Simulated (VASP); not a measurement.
A run of VASP 6.6.1:

INCAR

```
SYSTEM = AlCo
ALGO     = Fast           ! electronic algorithm
EDIFF    = 1E-6           ! SCF threshold, eV
ENCUT    = 520            ! plane-wave cutoff, eV
GGA      = PS             ! functional
ISIF     = 2              ! what is computed and relaxed
ISMEAR   = 0              ! smearing method
LASPH    = .TRUE.         ! aspherical terms in the spheres
LCHARG   = .FALSE.        ! write CHGCAR
LREAL    = .FALSE.        ! projectors in reciprocal space
LWAVE    = .FALSE.        ! write WAVECAR
NBANDS   = 13             ! bands
NELM     = 60             ! most SCF steps
PREC     = Accurate       ! precision mode
SIGMA    = 0.15           ! smearing width, eV
```

KPOINTS

```
k-points
0
G
  22 22 22
  0 0 0
```

The input POSCAR:

```
AlCo
1.0
    2.8225855357      0.0000000000      0.0000000000
    0.0000000000      2.8225855357      0.0000000000
    0.0000000000      0.0000000000      2.8225855357
Al Co
1 1
Direct
    0.0187888048     -0.0187888048      0.0000000000
    0.5000000000      0.5000000000      0.5000000000
```

Potentials or basis: VASP PAW PBE potentials, release 64 (Al, Co).

The run is started by

```sh
$ cat potpaw_PBE.64/Al/POTCAR potpaw_PBE.64/Co/POTCAR > POTCAR
$ mpirun -np 1 vasp_std > vasp.out
```

Hardware: 1 thread of AMD EPYC 7R13, with other jobs on the host.

Problem. Estimate the wall time of this run.

Solution. Wall time 17 min on 1 thread of AMD EPYC 7R13, with other jobs on the host, peak memory 0.55 GiB. Counts: scf iterations 16, k points 1596.
